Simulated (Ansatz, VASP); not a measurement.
# Two plane-wave programs on Se

```xyz
1
Lattice="-1.7380 1.7380 1.7380 1.7380 -1.7380 1.7380 1.7380 1.7380 -1.7380" Properties=species:S:1:pos:R:3 pbc="T T T"
Se    0.0000    0.0000    0.0000
```

Alike in both runs: task relaxation of cell and atoms; functional PBE; k mesh 18 × 18 × 18; occupations fermi-dirac, width 0.05 eV; no spin polarisation.

|  | VASP | Ansatz |
| --- | --- | --- |
| version | VASP 6.6.1 | Ansatz 0.2.0 |
| potentials or method | VASP PAW PBE potentials, release 64 (Se) | PAW with Ansatz's default frozen-core files, scalar-relativistic |
| plane-wave cutoff (eV) | 500 | 420 |
| valence electrons in the cell | 6 | 16 |

|  | VASP | Ansatz | Ansatz less VASP |
| --- | --- | --- | --- |
| relaxed volume (Å³/atom) | 20.35 | 20.36 | +0.011 |
| relaxed length of the cell vector where the two differ most in proportion (Å) | 2.979 | 2.979 | +0.0006 |

VASP's potentials hold 6 valence electrons a cell and Ansatz's 16, so a difference there can come from the potentials and not from the codes.
